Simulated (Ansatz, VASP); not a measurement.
## Two plane-wave programs on Ag

```
CELL_PARAMETERS angstrom
0.00000 1.82029 2.57389
1.82029 0.00000 2.57389
1.82029 1.82029 0.00000
ATOMIC_POSITIONS crystal
Ag 0.00000 0.00000 0.00000
```

Alike in both runs: task single point; functional PBEsol; k mesh 22 × 22 × 22; occupations gaussian, width 0.15 eV; no spin polarisation.

```csv
,VASP,Ansatz
version,VASP 6.6.1,Ansatz 0.2.0
potentials or method,"VASP PAW PBE potentials, release 64 (Ag), cutoff 520 eV","scalar-relativistic, plane waves, PAW"
valence electrons in the cell,11,19
```

Ansatz gave:

```
gap on the k mesh at the Fermi level (eV)                     : none
pressure (GPa)                                                : 7.0
traceless stress, the component that is largest in VASP (GPa) : -20.49
```

**Question.** Which values does VASP return?

**Answer.** gap on the k mesh at the Fermi level (eV): none; pressure (GPa): 6.7; traceless stress, the component that is largest in VASP (GPa): -20.29.

VASP's potentials were made for PBE, not for PBEsol. A gap of «none» marks a metal or a gap that the smearing closes. With one functional, cell and mesh, what is left measures potentials, basis and numerics. VASP's potentials hold 11 valence electrons a cell and Ansatz's 19, so a difference there can come from the potentials and not from the codes.
